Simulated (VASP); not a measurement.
# Sn (Fd-3m) in VASP: notebook

Sn is run at these levels: LDA; tasks: single point.

All numbers are computed with VASP 6.6.1; they aren't measurements. Logs are shortened: lines on timing, memory, paths and dates and some standing lists are left out, and cuts for length are marked.

**1. The cell of the first run**

It takes space group Fd-3m (No. 227, cubic). Conventional cell: a = 6.476 Å, b = 6.476 Å, c = 6.476 Å, α = 90.00°, β = 90.00°, γ = 90.00°. Within 3.7 Å of Sn (site symmetry -43m) lie 4 Sn at 2.80 Å.

**2. Single point, LDA**

File INCAR:

```
SYSTEM = Sn
PREC = Accurate
ENCUT = 520
EDIFF = 1E-6
ISMEAR = -1
SIGMA = 0.2
LREAL = .False.
LASPH = .True.
NELM = 100
ALGO = Normal
ISIF = 2
LWAVE = .False.
LCHARG = .True.
GGA = CA
LELF = .True.
LVHAR = .True.
NBANDS = 21
```

File KPOINTS:

```
regular mesh
0
Gamma
  9 9 9
  0 0 0
```

File POSCAR:

```
Sn
1.0
    0.0000000000      3.2380799619      3.2380799619
    3.2380799619      0.0000000000      3.2380799619
    3.2380799619      3.2380799619      0.0000000000
Sn
2
Direct
    0.5000000000      0.5000000000      0.5000000000
    0.7500000000      0.7500000000      0.7500000000
```

Potentials or basis: VASP PAW LDA potentials, release 64 (Sn_d).

On the command line:

```bash
$ cat potpaw_LDA.64/Sn_d/POTCAR > POTCAR
$ mpirun -np 1 vasp_std > vasp.out
```

OUTCAR:

```text
SYSTEM = Sn
   PREC = Accurate
   ENCUT = 520
   EDIFF = 1E-6
   ISMEAR = -1
   LREAL = .False.
   LASPH = .True.
   NELM = 100
   ISIF = 2
   GGA = CA

 ion  position               nearest neighbor table
   1  0.500  0.500  0.500-   2 2.80   2 2.80   2 2.80   2 2.80
   2  0.750  0.750  0.750-   1 2.80   1 2.80   1 2.80   1 2.80

  LATTYP: Found a face centered cubic cell.
 ALAT       =     6.4761599238

  Lattice vectors:

 A1 = (   0.0000000000,   3.2380799619,   3.2380799619)
 A2 = (   3.2380799619,   0.0000000000,   3.2380799619)
 A3 = (   3.2380799619,   3.2380799619,   0.0000000000)

Analysis of symmetry for initial positions (statically):
=====================================================================
 Subroutine PRICEL returns:
 Original cell was already a primitive cell.

 Routine SETGRP: Setting up the symmetry group for a
 face centered cubic supercell.

 Subroutine GETGRP returns: Found 48 space group operations
 (whereof 24 operations were pure point group operations)
 out of a pool of 48 trial point group operations.

The static configuration has the point symmetry T_d .
 The point group associated with its full space group is O_h .

Analysis of symmetry for dynamics (positions and initial velocities):
=====================================================================
 Subroutine PRICEL returns:
 Original cell was already a primitive cell.

 Routine SETGRP: Setting up the symmetry group for a
 face centered cubic supercell.

 Subroutine GETGRP returns: Found 48 space group operations
 (whereof 24 operations were pure point group operations)
 out of a pool of 48 trial point group operations.

The dynamic configuration has the point symmetry T_d .
 The point group associated with its full space group is O_h .

 Subroutine INISYM returns: Found 48 space group operations
 (whereof 24 operations are pure point group operations),
 and found     1 'primitive' translations

----------------------------------------------------------------------------------------

                                     Primitive cell

  volume of cell :      67.9036

  direct lattice vectors                    reciprocal lattice vectors
     0.000000000  3.238079962  3.238079962    -0.154412493  0.154412493  0.154412493
     3.238079962  0.000000000  3.238079962     0.154412493 -0.154412493  0.154412493
     3.238079962  3.238079962  0.000000000     0.154412493  0.154412493 -0.154412493
[... 74 lines left out ...]
 SYSTEM =  Sn
   PREC   = accura    normal or accurate (medium, high low for compatibility)
   ISTART =      0    job   : 0-new  1-cont  2-samecut
   ICHARG =      2    charge: 1-file 2-atom 10-const
   ISPIN  =      1    spin polarized calculation?
   LNONCOLLINEAR =      F non collinear calculations
   LSORBIT =      F    spin-orbit coupling
   LASPH  =      T    aspherical Exc in radial PAW
   ENCUT  =  520.0 eV  38.22 Ry    6.18 a.u.   8.51  8.51  8.51*2*pi/ulx,y,z
   NELM   =    100;   NELMIN=  2; NELMDL= -5     # of ELM steps
   EDIFF  = 0.1E-05   stopping-criterion for ELM
   LREAL  =      F    real-space projection
   EDIFFG = 0.1E-04   stopping-criterion for IOM
   NSW    =      0    number of steps for IOM
   IBRION =     -1    ionic relax: 0-MD 1-quasi-New 2-CG
   NFREE  =      0    steps in history (QN), initial steepest desc. (CG)
   ISIF   =      2    stress and relaxation
   ISYM   =      2    0-nonsym 1-usesym 2-fastsym
   POTIM  = 0.5000    time-step for ionic-motion
   TEBEG  =    0.0;   TEEND  =   0.0 temperature during run
   PSTRESS=    0.0 pullay stress
   NELECT =      28.0000    total number of electrons
   NUPDOWN=      -1.0000    fix difference up-down
   EMIN   =  10.00;   EMAX   =-10.00  energy-range for DOS
   EFERMI =   0.00;   METHOD = LEGACY
   ISMEAR =    -1;   SIGMA  =   0.20  broadening in eV -4-tet -1-fermi 0-gaus
   EFERMI_NEDOS =   21; number of points for ismear=-14 and -15
   IALGO  =     38    algorithm
   IMIX   =      4    mixing-type and parameters
     AMIX     =   0.40;   BMIX     =  1.00
     AMIX_MAG =   1.60;   BMIX_MAG =  1.00
  volume/ion in A,a.u.               =      33.95       229.12
  Fermi-wavevector in a.u.,A,eV,Ry     =   1.218512  2.302654 20.201555  1.484772
  Thomas-Fermi vector in A             =   2.353796
   LORBIT       =      0    0 simple, 1 ext, 2 COOP (PROOUT), +10 PAW based schemes
   GGA     = CA    functional components
   LHFCALC =     F    Hartree Fock is set to
   AEXX    =    0.0000 exact exchange contribution
   IVDW    =     0    specifies the selected vdW correction
   LEPSILON=     F    determine dielectric tensor
   LRPA    =     F    only Hartree local field effects (RPA)
 non-spin polarized calculation
  energy-cutoff  :      520.00
  volume of cell :       67.90
 maximum number of plane-waves:      1853
 NGX is ok and might be reduce to    36
   NGX = 17   NGY = 17   NGZ = 17

 number of electron      28.0000006 magnetization

 Free energy of the ion-electron system (eV)
  ---------------------------------------------------
  ext. energy  EPLUGINS =         0.00000000
  ---------------------------------------------------
  free energy    TOTEN  =        -8.95413795 eV

  energy without entropy =       -8.91647974  energy(sigma->0) =       -8.93530885

 E-fermi :   5.4458     XC(G=0):  -9.2226

 val. band max:        5.3612322488   @ k =   0.4444   0.0000   0.0000
 cond. band min:       5.5152217565   @ k =   0.0000   0.0000   0.0000
 fundamental gap:      0.1539895077
 Fermi energy:         5.4457767449

 k-point     1 :       0.0000    0.0000    0.0000
  band No.  band energies     occupation
      1     -16.1965      2.00000
      2     -16.1965      2.00000
      3     -16.1965      2.00000
      4     -16.1338      2.00000
      5     -16.1338      2.00000
      6     -15.8166      2.00000
[... 565 lines left out ...]
     20      15.2373      0.00000
     21      15.6956      0.00000

 [... further k-points ...]
[... 5 lines left out ...]
  --------------------------------------------------------------------------------------
  -------------------------------------------------------------------------------------
  Total        0.0387300      0.0387300      0.0387300      0.0000000     -0.0000000      0.0000000
  in kB        0.9138301      0.9138301      0.9138301      0.0000000     -0.0000000      0.0000000
  external PRESSURE =       0.9138301 kB  Pullay stress =       0.0000000 kB

 VOLUME and BASIS-vectors are now :
 -----------------------------------------------------------------------------
  energy-cutoff  :      520.00
  volume of cell :       67.90
      direct lattice vectors                 reciprocal lattice vectors
     0.000000000  3.238079962  3.238079962    -0.154412493  0.154412493  0.154412493
     3.238079962  0.000000000  3.238079962     0.154412493 -0.154412493  0.154412493
     3.238079962  3.238079962  0.000000000     0.154412493  0.154412493 -0.154412493

 POSITION                                       TOTAL-FORCE (eV/Angst)
 -----------------------------------------------------------------------------------
      3.23808      3.23808      3.23808         0.000000      0.000000      0.000000
      4.85712      4.85712      4.85712        -0.000000     -0.000000     -0.000000
 -----------------------------------------------------------------------------------
    total drift:                                0.000000      0.000000      0.000000

  FREE ENERGIE OF THE ION-ELECTRON SYSTEM (eV)
  ---------------------------------------------------
  free  energy   TOTEN  =        -8.9541379492 eV

  energy  without entropy=       -8.9164797442  energy(sigma->0) =       -8.93530885
```

stdout:

```text
POSCAR found type information on POSCAR Sn
 POSCAR found :  1 types and       2 ions
 scaLAPACK will be used
 LDA part: xc-table for (Slater(with rela. corr.)+CA(PZ))
 , standard interpolation
 POSCAR, INCAR and KPOINTS ok, starting setup
 FFT: planning ... GRIDC
 FFT: planning ... GRID_SOFT
 FFT: planning ... GRID
 WAVECAR not read
 entering main loop
```

It took 39 s on 1 thread of Intel Xeon Platinum 8488C (Sapphire Rapids), shared host; peak memory 0.18 GiB.

Results:

* Free energy: -8.9541 eV
* Pressure: 0.1 GPa
* Band gap on the k mesh: zero (band 14 reaches 5.52 eV, above the bottom of band 15 at 5.36 eV)

Caveat: spin-orbit coupling is left out, which moves the levels of the heavy elements.

**3. Single point, LDA**

File INCAR:

```
PREC     = Accurate       # precision mode
ENCUT    = 520            # plane-wave cutoff, eV
EDIFF    = 1E-6           # SCF threshold, eV
ISMEAR   = -1             # smearing method
SIGMA    = 0.3            # smearing width, eV
LREAL    = False          # projectors in reciprocal space
LASPH    = True           # aspherical terms in the spheres
NELM     = 100            # most SCF steps
ALGO     = Normal         # electronic algorithm
ISIF     = 2              # what is computed and relaxed
LWAVE    = False          # write WAVECAR
LCHARG   = False          # write CHGCAR
NBANDS   = 21             # bands
```

File KPOINTS:

```
regular mesh
0
Gamma
  9 9 9
```

POSCAR is that of step 2.

Potentials or basis: VASP PAW LDA potentials, release 64 (Sn_d).

On the command line:

```bash
$ cat potpaw_LDA.64/Sn_d/POTCAR > POTCAR
$ mpirun -np 1 vasp_std > vasp.out
```

Wall time 34 s (1 thread of Intel Xeon Platinum 8488C (Sapphire Rapids), shared host); peak memory 0.18 GiB.

It converged, with:

```
Free energy            : -8.9840 eV
Pressure               : 0.3 GPa
Band gap on the k mesh : zero (band 14 reaches 5.51 eV, above the bottom of band 15 at 5.36 eV)
```

Levels at points of the mesh, in eV from the Fermi level:
| k point | band 11 | band 12 | band 13 | band 14 | band 15 | band 16 | band 17 | band 18 |
| --- | --- | --- | --- | --- | --- | --- | --- | --- |
| (0.00, 0.00, 0.00) | -10.71 | -0.77 | 0.07 | 0.07 | 0.07 | 2.13 | 2.13 | 2.13 |

Caveat: spin-orbit coupling is left out, which moves the levels of the heavy elements.

**4. Single point, LDA**

File INCAR:

```
ALGO     = Normal         # electronic algorithm
EDIFF    = 1E-6           # SCF threshold, eV
ENCUT    = 520            # plane-wave cutoff, eV
ISIF     = 2              # what is computed and relaxed
ISMEAR   = -1             # smearing method
LASPH    = T              # aspherical terms in the spheres
LCHARG   = F              # write CHGCAR
LREAL    = F              # projectors in reciprocal space
LWAVE    = F              # write WAVECAR
NBANDS   = 21             # bands
NELM     = 60             # most SCF steps
PREC     = Accurate       # precision mode
SIGMA    = 0.6            # smearing width, eV
```

File KPOINTS:

```
k-points
0
Gamma
  9 9 9
```

POSCAR is that of step 3.

On the command line:

```bash
$ cat potpaw_LDA.64/Sn_d/POTCAR > POTCAR
$ mpirun -np 1 vasp_std > vasp.out
```

Run time: 35 s. Hardware: 1 thread of Intel Xeon Platinum 8488C (Sapphire Rapids), shared host; peak memory 0.18 GiB.

It converged, with:

```yaml
Free_energy: -9.2755 eV
Pressure: 1.5 GPa
Band_gap_on_the_k_mesh: zero (band 14 reaches 5.48 eV, above the bottom of band 15 at 5.34 eV)
```

Levels at points of the mesh, in eV from the Fermi level:
| k point | band 12 | band 13 | band 14 | band 15 | band 16 | band 17 |
| --- | --- | --- | --- | --- | --- | --- |
| (0.00, 0.00, 0.00) | -0.75 | 0.09 | 0.09 | 0.09 | 2.17 | 2.17 |

Caveat: spin-orbit coupling is left out, which moves the levels of the heavy elements.

**5. Overview**

| smearing | gap on the mesh (eV) | pressure (GPa) |
| --- | --- | --- |
| fermi-dirac 0.2 eV | none | 0.1 |
| fermi-dirac 0.3 eV | none | 0.3 |
| fermi-dirac 0.6 eV | none | 1.5 |

Alike in all rows: task single point; level LDA; potentials or basis VASP PAW LDA potentials, release 64 (Sn_d); no spin polarisation; cell as given; k mesh 9 × 9 × 9; cutoff (eV) 520.

Every run on the cell as given and a fine mesh finds a metal.

Caveats: spin-orbit coupling is left out, which moves the levels of the heavy elements.

Total energies depend on the potentials used, so only differences within one code and one set of settings carry meaning.
